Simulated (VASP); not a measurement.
# Sn3Cl (Pm-3m) in VASP: notebook

Sn3Cl is run at these levels: PBE; tasks: relaxation of cell and atoms.

All numbers are computed with VASP 6.6.1; they aren't measurements. Logs are shortened: lines on timing, memory, paths and dates and some standing lists are left out, and cuts for length are marked.

## 1. The cell of the first run

The structure is cubic, space group Pm-3m (No. 221). Conventional cell: a = 4.653 Å, b = 4.653 Å, c = 4.653 Å, α = 90.00°, β = 90.00°, γ = 90.00°. Sn (site symmetry 4/mmm) has 8 Sn at 3.29 Å and 4 Cl at 3.29 Å within 4.3 Å. Cl (site symmetry m-3m) has 12 Sn at 3.29 Å within 4.3 Å.

## 2. Relaxation of cell and atoms, PBE

INCAR reads:

```
PREC = Accurate ; ENCUT = 600
EDIFF = 1E-6 ; ISMEAR = 0
SIGMA = 0.1 ; LREAL = F
LASPH = T ; NELM = 60
ALGO = Normal ; ISIF = 3
LWAVE = F ; LCHARG = F
GGA = PE ; IBRION = 2
NSW = 100 ; EDIFFG = -0.01
```

KPOINTS reads:

```
regular mesh
0
Gamma
  10 10 10
```

POSCAR reads:

```
Sn3Cl
1.0
    4.6527424246      0.0000000000      0.0000000000
    0.0000000000      4.6527424246      0.0000000000
    0.0000000000      0.0000000000      4.6527424246
Sn Cl
3 1
Direct
    0.0000000000      0.5000000000      0.5000000000
    0.5000000000      0.0000000000      0.5000000000
    0.5000000000      0.5000000000      0.0000000000
    0.0000000000      0.0000000000      0.0000000000
```

Potentials or basis: VASP PAW PBE potentials, release 64 (Sn_d, Cl).

Run with:

```sh
> cat potpaw_PBE.64/Sn_d/POTCAR potpaw_PBE.64/Cl/POTCAR > POTCAR
> mpirun -np 1 vasp_std > vasp.out
```

OUTCAR:

```text
PREC = Accurate
   ENCUT = 600
   EDIFF = 1E-6
   ISMEAR = 0
   LREAL = F
   LASPH = T
   NELM = 60
   ISIF = 3
   GGA = PE
   IBRION = 2
   NSW = 100
   EDIFFG = -0.01

 ion  position               nearest neighbor table
   1  0.000  0.500  0.500-   2 3.29   3 3.29   3 3.29   2 3.29   2 3.29   3 3.29   3 3.29   2 3.29

   2  0.500  0.000  0.500-   1 3.29   3 3.29   3 3.29   1 3.29   3 3.29   3 3.29   1 3.29   1 3.29

   3  0.500  0.500  0.000-   1 3.29   2 3.29   1 3.29   2 3.29   2 3.29   2 3.29   1 3.29   1 3.29

   4  0.000  0.000  0.000-

  LATTYP: Found a simple cubic cell.
 ALAT       =     4.6527424246

  Lattice vectors:

 A1 = (   4.6527424246,   0.0000000000,   0.0000000000)
 A2 = (   0.0000000000,   4.6527424246,   0.0000000000)
 A3 = (   0.0000000000,   0.0000000000,   4.6527424246)

Analysis of symmetry for initial positions (statically):
=====================================================================
 Subroutine PRICEL returns:
 Original cell was already a primitive cell.

 Routine SETGRP: Setting up the symmetry group for a
 simple cubic supercell.

 Subroutine GETGRP returns: Found 48 space group operations
 (whereof 48 operations were pure point group operations)
 out of a pool of 48 trial point group operations.

The static configuration has the point symmetry O_h .

Analysis of symmetry for dynamics (positions and initial velocities):
=====================================================================
 Subroutine PRICEL returns:
 Original cell was already a primitive cell.

 Routine SETGRP: Setting up the symmetry group for a
 simple cubic supercell.

 Subroutine GETGRP returns: Found 48 space group operations
 (whereof 48 operations were pure point group operations)
 out of a pool of 48 trial point group operations.

The dynamic configuration has the point symmetry O_h .

 Subroutine INISYM returns: Found 48 space group operations
 (whereof 48 operations are pure point group operations),
 and found     1 'primitive' translations

----------------------------------------------------------------------------------------

                                     Primitive cell

  volume of cell :     100.7226

  direct lattice vectors                    reciprocal lattice vectors
     4.652742425  0.000000000  0.000000000     0.214927006  0.000000000  0.000000000
     0.000000000  4.652742425  0.000000000     0.000000000  0.214927006  0.000000000
     0.000000000  0.000000000  4.652742425     0.000000000  0.000000000  0.214927006

  length of vectors
     4.652742425  4.652742425  4.652742425     0.214927006  0.214927006  0.214927006

  position of ions in fractional coordinates (direct lattice)
     0.000000000  0.500000000  0.500000000
     0.500000000  0.000000000  0.500000000
     0.500000000  0.500000000  0.000000000
     0.000000000  0.000000000  0.000000000

  ion indices of the primitive-cell ions
   primitive index   ion index
                 1           1
                 2           2
                 3           3
                 4           4

----------------------------------------------------------------------------------------

 KPOINTS: regular mesh

Automatic generation of k-mesh.
 Grid dimensions read from file:
 generate k-points for:   10   10   10

 Generating k-lattice:

  Cartesian coordinates                     Fractional coordinates (reciprocal lattice)
     0.021492701  0.000000000  0.000000000     0.100000000  0.000000000  0.000000000
     0.000000000  0.021492701  0.000000000     0.000000000  0.100000000  0.000000000
     0.000000000  0.000000000  0.021492701     0.000000000  0.000000000  0.100000000

  Length of vectors
     0.021492701  0.021492701  0.021492701

  Shift w.r.t. Gamma in fractional coordinates (k-lattice)
     0.000000000  0.000000000  0.000000000

 Subroutine IBZKPT returns following result:
 ===========================================

 Found     56 irreducible k-points:

 Following reciprocal coordinates:
            Coordinates               Weight
  0.000000  0.000000  0.000000      1.000000
  0.100000  0.000000  0.000000      6.000000
  0.200000  0.000000  0.000000      6.000000
  0.300000  0.000000  0.000000      6.000000
  0.400000  0.000000  0.000000      6.000000
  0.500000  0.000000  0.000000      3.000000
[... 16 lines left out ...]
  0.200000  0.100000  0.100000     24.000000
  0.300000  0.100000  0.100000     24.000000
 [... further k-points ...]
   k-points           NKPTS =     56   k-points in BZ     NKDIM =     56   number of bands    NBANDS=     29
   number of dos      NEDOS =    301   number of ions     NIONS =      4
   total plane-waves  NPLWV =  64000
   dimension x,y,z NGX =    40 NGY =   40 NGZ =   40
   dimension x,y,z NGXF=    80 NGYF=   80 NGZF=   80
   ions per type =               3   1
   NGX,Y,Z   is equivalent  to a cutoff of  14.29, 14.29, 14.29 a.u.
   NGXF,Y,Z  is equivalent  to a cutoff of  28.58, 28.58, 28.58 a.u.
 SYSTEM =  unknown system
   PREC   = accura    normal or accurate (medium, high low for compatibility)
   ISTART =      0    job   : 0-new  1-cont  2-samecut
   ICHARG =      2    charge: 1-file 2-atom 10-const
   ISPIN  =      1    spin polarized calculation?
   LNONCOLLINEAR =      F non collinear calculations
   LSORBIT =      F    spin-orbit coupling
   LASPH  =      T    aspherical Exc in radial PAW
   ENCUT  =  600.0 eV  44.10 Ry    6.64 a.u.   9.29  9.29  9.29*2*pi/ulx,y,z
   NELM   =     60;   NELMIN=  2; NELMDL= -5     # of ELM steps
   EDIFF  = 0.1E-05   stopping-criterion for ELM
   LREAL  =      F    real-space projection
   EDIFFG = -.1E-01   stopping-criterion for IOM
   NSW    =    100    number of steps for IOM
   IBRION =      2    ionic relax: 0-MD 1-quasi-New 2-CG
   NFREE  =      1    steps in history (QN), initial steepest desc. (CG)
   ISIF   =      3    stress and relaxation
   ISYM   =      2    0-nonsym 1-usesym 2-fastsym
   POTIM  = 0.5000    time-step for ionic-motion
   TEBEG  =    0.0;   TEEND  =   0.0 temperature during run
   PSTRESS=    0.0 pullay stress
   NELECT =      49.0000    total number of electrons
   NUPDOWN=      -1.0000    fix difference up-down
   EMIN   =  10.00;   EMAX   =-10.00  energy-range for DOS
   EFERMI =   0.00;   METHOD = LEGACY
   ISMEAR =     0;   SIGMA  =   0.10  broadening in eV -4-tet -1-fermi 0-gaus
   EFERMI_NEDOS =   21; number of points for ismear=-14 and -15
   IALGO  =     38    algorithm
   IMIX   =      4    mixing-type and parameters
     AMIX     =   0.40;   BMIX     =  1.00
     AMIX_MAG =   1.60;   BMIX_MAG =  1.00
  volume/ion in A,a.u.               =      25.18       169.93
  Fermi-wavevector in a.u.,A,eV,Ry     =   1.287551  2.433119 22.555577  1.657788
  Thomas-Fermi vector in A             =   2.419559
   LORBIT       =      0    0 simple, 1 ext, 2 COOP (PROOUT), +10 PAW based schemes
   GGA     = PE    functional components
   LHFCALC =     F    Hartree Fock is set to
   AEXX    =    0.0000 exact exchange contribution
   IVDW    =     0    specifies the selected vdW correction
   LEPSILON=     F    determine dielectric tensor
   LRPA    =     F    only Hartree local field effects (RPA)
 conjugate gradient relaxation of ions
 non-spin polarized calculation
 Gauss-broadening in eV      SIGMA  =   0.10
  energy-cutoff  :      600.00
  volume of cell :      100.72
 maximum number of plane-waves:      3407
 NGX is ok and might be reduce to    40
   NGX = 19   NGY = 19   NGZ = 19

--------------------------------------- Ionic step        1  -------------------------------------------

 number of electron      48.9999977 magnetization

 Free energy of the ion-electron system (eV)
  ---------------------------------------------------
  ext. energy  EPLUGINS =         0.00000000
  ---------------------------------------------------
  free energy    TOTEN  =       -13.16514129 eV

  energy without entropy =      -13.14132794  energy(sigma->0) =      -13.15323461

 E-fermi :   7.7028     XC(G=0): -10.2612

 val. band max:        7.6899025240   @ k =   0.3000   0.3000   0.1000
 cond. band min:       7.7142340426   @ k =   0.4000   0.1000   0.0000
 fundamental gap:      0.0243315185
 Fermi energy:         7.7027663697

 k-point     1 :       0.0000    0.0000    0.0000
  band No.  band energies     occupation
      1     -14.1505      2.00000
      2     -14.1505      2.00000
      3     -14.1505      2.00000
      4     -14.1176      2.00000
      5     -14.1176      2.00000
      6     -14.0948      2.00000
[... 21 lines left out ...]
     28      10.2736      0.00000
     29      11.6128      0.00000

 k-point     2 :       0.1000    0.0000    0.0000
  band No.  band energies     occupation
      1     -14.1493      2.00000
      2     -14.1445      2.00000
      3     -14.1445      2.00000
      4     -14.1171      2.00000
      5     -14.1140      2.00000
      6     -14.0906      2.00000
[... 770 lines left out ...]
  FORCE on cell =-STRESS in cart. coord.  units (eV):
  Direction    XX          YY          ZZ          XY          YZ          ZX
  --------------------------------------------------------------------------------------
  -------------------------------------------------------------------------------------
  Total       -0.1126736     -0.1126736     -0.1126736     -0.0000000      0.0000000      0.0000000
  in kB       -1.6423295     -1.6423295     -1.6423295     -0.0000000      0.0000000      0.0000000
  external PRESSURE =      -1.6423295 kB  Pullay stress =       0.0000000 kB

 VOLUME and BASIS-vectors are now :
 -----------------------------------------------------------------------------
  energy-cutoff  :      600.00
  volume of cell :      109.92
      direct lattice vectors                 reciprocal lattice vectors
     4.790241704  0.000000000 -0.000000000     0.208757733 -0.000000000 -0.000000000
     0.000000000  4.790241704 -0.000000000    -0.000000000  0.208757733 -0.000000000
     0.000000000  0.000000000  4.790241704     0.000000000  0.000000000  0.208757733

 POSITION                                       TOTAL-FORCE (eV/Angst)
 -----------------------------------------------------------------------------------
      0.00000      2.39512      2.39512        -0.000000     -0.000000      0.000000
      2.39512      0.00000      2.39512        -0.000000     -0.000000      0.000000
      2.39512      2.39512     -0.00000         0.000000      0.000000      0.000000
      0.00000      0.00000      0.00000         0.000000      0.000000      0.000000
 -----------------------------------------------------------------------------------
    total drift:                               -0.000000     -0.000000     -0.000000

  FREE ENERGIE OF THE ION-ELECTRON SYSTEM (eV)
  ---------------------------------------------------
  free  energy   TOTEN  =       -13.2633692670 eV

  energy  without entropy=      -13.2367694397  energy(sigma->0) =      -13.25006935

--------------------------------------- Ionic step        3  -------------------------------------------

 number of electron      49.0000015 magnetization

 Free energy of the ion-electron system (eV)
  ---------------------------------------------------
  ext. energy  EPLUGINS =         0.00000000
  ---------------------------------------------------
  free energy    TOTEN  =       -13.26364670 eV

  energy without entropy =      -13.23711174  energy(sigma->0) =      -13.25037922

 E-fermi :   6.7314     XC(G=0):  -9.8679

 val. band max:        6.7287674141   @ k =   0.4000   0.4000   0.3000
 cond. band min:       6.7315327978   @ k =   0.5000   0.5000   0.4000
 fundamental gap:      0.0027653837
 Fermi energy:         6.7314084118

 k-point     1 :       0.0000    0.0000    0.0000
  band No.  band energies     occupation
      1     -15.0836      2.00000
      2     -15.0836      2.00000
      3     -15.0836      2.00000
      4     -15.0740      2.00000
      5     -15.0740      2.00000
      6     -15.0290      2.00000
[... 21 lines left out ...]
     28       9.1357      0.00000
     29      10.6172      0.00000

 k-point     2 :       0.1000    0.0000    0.0000
  band No.  band energies     occupation
      1     -15.0825      2.00000
      2     -15.0791      2.00000
      3     -15.0791      2.00000
      4     -15.0737      2.00000
      5     -15.0713      2.00000
      6     -15.0259      2.00000
[... 732 lines left out ...]
  FORCE on cell =-STRESS in cart. coord.  units (eV):
  Direction    XX          YY          ZZ          XY          YZ          ZX
  --------------------------------------------------------------------------------------
  -------------------------------------------------------------------------------------
  Total        0.0013278      0.0013278      0.0013278      0.0000000      0.0000000     -0.0000000
  in kB        0.0194386      0.0194386      0.0194386      0.0000000      0.0000000     -0.0000000
  external PRESSURE =       0.0194386 kB  Pullay stress =       0.0000000 kB

 VOLUME and BASIS-vectors are now :
 -----------------------------------------------------------------------------
  energy-cutoff  :      600.00
  volume of cell :      109.44
      direct lattice vectors                 reciprocal lattice vectors
     4.783251697  0.000000000 -0.000000000     0.209062801 -0.000000000 -0.000000000
     0.000000000  4.783251697 -0.000000000    -0.000000000  0.209062801 -0.000000000
     0.000000000  0.000000000  4.783251697     0.000000000  0.000000000  0.209062801

 POSITION                                       TOTAL-FORCE (eV/Angst)
 -----------------------------------------------------------------------------------
      0.00000      2.39163      2.39163        -0.000000     -0.000000      0.000000
      2.39163      0.00000      2.39163        -0.000000      0.000000      0.000000
      2.39163      2.39163     -0.00000         0.000000      0.000000      0.000000
      0.00000      0.00000      0.00000         0.000000      0.000000      0.000000
 -----------------------------------------------------------------------------------
    total drift:                               -0.000000     -0.000000     -0.000000

  FREE ENERGIE OF THE ION-ELECTRON SYSTEM (eV)
  ---------------------------------------------------
  free  energy   TOTEN  =       -13.2636466972 eV

  energy  without entropy=      -13.2371117379  energy(sigma->0) =      -13.25037922

 reached required accuracy - stopping structural energy minimisation
```

Run time: 5.3 min. Hardware: 1 thread of Intel Xeon Platinum 8259CL at 2.50GHz (Skylake/Cascade Lake), shared host; peak memory 0.35 GiB.

Results:

```yaml
Free_energy: -13.2636 eV
Relaxed_volume: 27.36 Å³/atom
Relaxed_cell: a = 4.783 Å, b = 4.783 Å, c = 4.783 Å, α = 90.00°, β = 90.00°, γ = 90.00°
Space_group_after_relaxing_to_0.1_Å: Pm-3m (No. 221)
Energy_gained_by_relaxing: 24.6 meV/atom
Ionic_steps: 3
Pressure_after_relaxing: 0.0 GPa
Band_gap_on_the_k_mesh: zero (an odd number of electrons rules out a gap without spin polarisation)
```

Step by step:
| step | energy change (eV) | largest force (eV/Å) | pressure (GPa) | volume (Å³) |
| --- | --- | --- | --- | --- |
| 1 | 0.0000 | 0.0000 | 3.90 | 100.72 |
| 2 | -0.0982 | 0.0000 | -0.16 | 109.92 |
| 3 | -0.0985 | 0.0000 | 0.00 | 109.44 |

Final structure:
```
CELL_PARAMETERS angstrom
4.78325 0.00000 0.00000
0.00000 4.78325 0.00000
0.00000 0.00000 4.78325
ATOMIC_POSITIONS crystal
Sn 0.00000 0.50000 0.50000
Sn 0.50000 0.00000 0.50000
Sn 0.50000 0.50000 0.00000
Cl 0.00000 0.00000 0.00000
```

Levels at points of the mesh, in eV from the Fermi level:
```tsv
k point	band 22	band 23	band 24	band 25	band 26	band 27	band 28	band 29
(0.00, 0.00, 0.00)	-4.71	-1.12	-1.12	-1.12	2.40	2.40	2.40	3.89
(0.50, 0.00, 0.00)	-3.30	-1.58	-1.58	0.20	1.43	1.44	1.44	1.81
(0.50, 0.50, 0.00)	-3.26	-2.52	-0.63	0.16	0.33	0.33	2.21	2.21
(0.50, 0.50, 0.50)	-5.37	-4.53	-0.01	-0.01	-0.01	5.73	5.73	5.87
```

Caveat: spin-orbit coupling is left out, which moves the levels of the heavy elements.

## 3. Relaxation of cell and atoms, PBE

This run uses another cell than the first one, of 27.38 Å³/atom.

INCAR reads:

```
SYSTEM = Sn3Cl
ALGO     = Normal         ! electronic algorithm
EDIFF    = 1E-6           ! SCF threshold, eV
EDIFFG   = -0.01          ! ionic threshold
ENCUT    = 600            ! plane-wave cutoff, eV
GGA      = PE             ! functional
IBRION   = 2              ! ionic algorithm
ISIF     = 3              ! what is computed and relaxed
ISMEAR   = 0              ! smearing method
LASPH    = .True.         ! aspherical terms in the spheres
LCHARG   = .False.        ! write CHGCAR
LREAL    = .False.        ! projectors in reciprocal space
LWAVE    = .False.        ! write WAVECAR
NELM     = 80             ! most SCF steps
NSW      = 100            ! ionic steps
PREC     = Accurate       ! precision mode
SIGMA    = 0.1            ! smearing width, eV
```

KPOINTS reads:

```
k-points
0
Gamma
  10 10 10
  0 0 0
```

POSCAR reads:

```
Sn3Cl
1.0
    4.7844702630      0.0000000000      0.0000000000
    0.0000000000      4.7844702630      0.0000000000
    0.0000000000      0.0000000000      4.7844702630
Sn Cl
3 1
Direct
    0.0000000000      0.5000000000      0.5000000000
    0.5000000000      0.0000000000      0.5000000000
    0.5000000000      0.5000000000      0.0000000000
    0.0000000000      0.0000000000      0.0000000000
```

Potentials or basis: VASP PAW PBE potentials, release 64 (Sn_d, Cl).

Run with:

```sh
> cat potpaw_PBE.64/Sn_d/POTCAR potpaw_PBE.64/Cl/POTCAR > POTCAR
> mpirun -np 1 vasp_std > vasp.out
```

Run time: 2.2 min. Hardware: 1 thread of Intel Xeon Platinum 8259CL at 2.50GHz (Skylake/Cascade Lake), shared host; peak memory 0.35 GiB.

The run converged. Its results:

| Quantity | Value |
| --- | --- |
| Free energy | -13.2650 eV |
| Pressure after relaxing | 0.0 GPa |
| Band gap on the k mesh | zero (an odd number of electrons rules out a gap without spin polarisation) |

Final structure:
```
Sn Cl
1.0
     4.78447    0.00000    0.00000
     0.00000    4.78447    0.00000
     0.00000    0.00000    4.78447
Sn Cl
3 1
Direct
  0.00000 0.50000 0.50000
  0.50000 0.00000 0.50000
  0.50000 0.50000 0.00000
  0.00000 0.00000 0.00000
```

Levels at points of the mesh, in eV from the Fermi level:
| k point | band 21 | band 22 | band 23 | band 24 | band 25 | band 26 | band 27 | band 28 | band 29 |
| --- | --- | --- | --- | --- | --- | --- | --- | --- | --- |
| (0.00, 0.00, 0.00) | -4.70 | -4.70 | -1.12 | -1.12 | -1.12 | 2.40 | 2.40 | 2.40 | 3.89 |
| (0.50, 0.00, 0.00) | -4.19 | -3.30 | -1.58 | -1.58 | 0.20 | 1.43 | 1.44 | 1.44 | 1.81 |
| (0.50, 0.50, 0.00) | -3.26 | -3.26 | -2.52 | -0.63 | 0.16 | 0.33 | 0.33 | 2.21 | 2.21 |
| (0.50, 0.50, 0.50) | -5.36 | -5.36 | -4.53 | -0.01 | -0.01 | -0.01 | 5.72 | 5.72 | 5.87 |

Caveat: the relaxation stopped at its first step, so nothing moved; spin-orbit coupling is left out, which moves the levels of the heavy elements.
